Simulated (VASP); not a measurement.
AgOs2: single point with PBE

The system is AgOs2.

```
Ag Os
1.0
     2.76675    0.00000    0.00000
    -1.38338    2.39608    0.00000
     0.00000    0.00000   13.93449
Ag Os
2 4
Direct
  0.33333 0.66667 0.25000
  0.66667 0.33333 0.75000
  0.33333 0.66667 0.57358
  0.66667 0.33333 0.07358
  0.33333 0.66667 0.92642
  0.66667 0.33333 0.42642
```

- Program: VASP 6.6.1
- Task: single point
- Functional: PBE
- Potentials or basis: VASP PAW PBE potentials, release 64 (Ag, Os)
- Cutoff: 520 eV
- k mesh: 6 × 6 × 2
- Occupations: gaussian, width 0.1 eV
- Spin: no spin polarisation
- Dipole correction: no
- Further INCAR settings: ALGO = Fast; EDIFF = 1e-07; NBANDS = 36

| Item | Value |
| --- | --- |
| Pressure | -0.3 GPa |
| Band gap on the k mesh | zero (bands 27 and 28 overlap by 3.12 eV) |

Stress tensor (GPa, compression positive):
```
-0.28  0.00  0.00
 0.00 -0.28  0.00
 0.00  0.00 -0.20
```

Levels at points of the mesh, in eV from the Fermi level:
```csv
k point,band 23,band 24,band 25,band 26,band 27,band 28,band 29,band 30
"(0.00, 0.00, 0.00)",-2.59,-2.59,-2.58,-2.58,-1.91,-0.31,-0.16,-0.16
"(0.50, 0.00, 0.00)",-0.46,0.04,0.79,1.07,1.39,1.48,1.73,2.12
"(0.00, 0.00, 0.50)",-2.58,-2.58,-2.58,-2.58,-1.17,-1.17,-0.11,-0.11
"(0.50, 0.00, 0.50)",-0.75,-0.75,1.24,1.24,1.25,1.25,2.12,2.12
```

Run time: 2.9 min on 1 thread of Intel Xeon 8259CL (shared host), peak memory 0.25 GiB.

Caveat: the k points lie up to 0.44 Å⁻¹ apart, too coarse for converged energies and pressures of a metal; spin-orbit coupling is left out, which moves the levels of the heavy elements.
